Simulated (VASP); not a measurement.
# SiW6: single point with PBE+D3(BJ)

The system is SiW6, a slab with vacuum.

```
CELL_PARAMETERS angstrom
4.46825 0.00000 0.00000
-2.23413 3.86962 0.00000
0.00000 0.00000 21.72591
ATOMIC_POSITIONS crystal
W 0.66667 0.33333 0.18411
W 0.33333 0.66667 0.22609
W 0.00000 0.00000 0.26807
W 0.66667 0.33333 0.30709
W 0.33333 0.66667 0.34670
W 0.00000 0.00000 0.38322
Si 0.00000 0.88889 0.53972
```

```
Program                : VASP 6.6.1
Task                   : single point
Functional             : PBE
Dispersion             : D3(BJ)
Potentials or basis    : VASP PAW PBE potentials, release 64 (W_sv, Si)
Cutoff                 : 520 eV
k mesh                 : 6 × 6 × 1
Occupations            : gaussian, width 0.1 eV
Spin                   : no spin polarisation
Dipole correction      : yes
Further INCAR settings : ALGO = Normal; EDIFF = 1e-06; NBANDS = 53
```

```json
{
 "Largest force": "2.162 eV/Å",
 "Band gap on the k mesh": "zero (bands 44 and 45 overlap by 0.24 eV)",
 "Dispersion energy per atom": "-0.393 eV"
}
```

Forces on the atoms (eV/Å):
```
W    0.030 -0.040  2.161
W   -0.002  0.023 -0.604
W    0.012 -0.015 -2.071
W   -0.051  0.040  0.003
W   -0.081  0.093  0.269
W    0.084 -0.117  1.799
Si   0.009  0.016 -1.558
```

Levels at points of the mesh, in eV from the Fermi level:
```
           k point  band 42  band 43  band 44  band 45  band 46  band 47
(0.00, 0.00, 0.00)    -1.07    -1.07    -0.43     0.63     1.37     1.41
(0.50, 0.00, 0.00)    -0.66    -0.30     0.08     0.18     0.30     0.39
(0.00, 0.50, 0.00)    -0.65    -0.37     0.15     0.17     0.30     0.36
(0.50, 0.50, 0.00)    -0.67    -0.23    -0.05     0.18     0.30     0.52
```

Wall time 25 min on 1 thread of Oxide Virtual Turin-like Processor (shared host), peak memory 0.63 GiB.

Caveat: spin-orbit coupling is left out, which moves the levels of the heavy elements.
